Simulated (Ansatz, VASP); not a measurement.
One calculation of WSe2, two programs

```
W Se
1.0
     3.17278    0.00000    0.00000
    -1.58639    2.74770    0.00000
     0.00000    0.00000   28.74698
W Se
3 6
Cartesian
  1.5864 0.9159 0.0000
  0.0000 1.8318 22.2348
  0.0000 1.8318 6.5122
  0.0000 1.8318 1.6492
  1.5864 0.9159 23.8841
  1.5864 0.9159 8.1594
  0.0000 1.8318 27.0978
  1.5864 0.9159 20.5876
  1.5864 0.9159 4.8628
```

Change from the starting cell: strain -0.030 along x and y, -0.015 along z, atoms carried along.

Alike in both runs: task single point; functional PBEsol; k mesh 12 × 12 × 1; occupations gaussian, width 0.05 eV; no spin polarisation.

```csv
,VASP,Ansatz
version,VASP 6.6.1,Ansatz 0.2.0
potentials or method,"VASP PAW PBE potentials, release 64 (W_sv, Se), cutoff 520 eV","scalar-relativistic, plane waves, PAW"
valence electrons in the cell,78,138
```

VASP gave:

```
gap on the k mesh at the Fermi level (eV) : 1.30
least direct gap on the mesh (eV)         : 1.91
rms of the force components (eV/Å)        : 0.624
```

Problem. What did Ansatz give for the same quantities?

Solution. gap on the k mesh at the Fermi level (eV): 1.31; least direct gap on the mesh (eV): 1.92; rms of the force components (eV/Å): 0.585.

VASP's potentials were made for PBE, not for PBEsol. Atom by atom the forces differ by 0.038 eV/Å (rms over components). VASP's potentials hold 78 valence electrons a cell and Ansatz's 138, so a difference there can come from the potentials and not from the codes.

Neither program's run includes spin-orbit coupling.
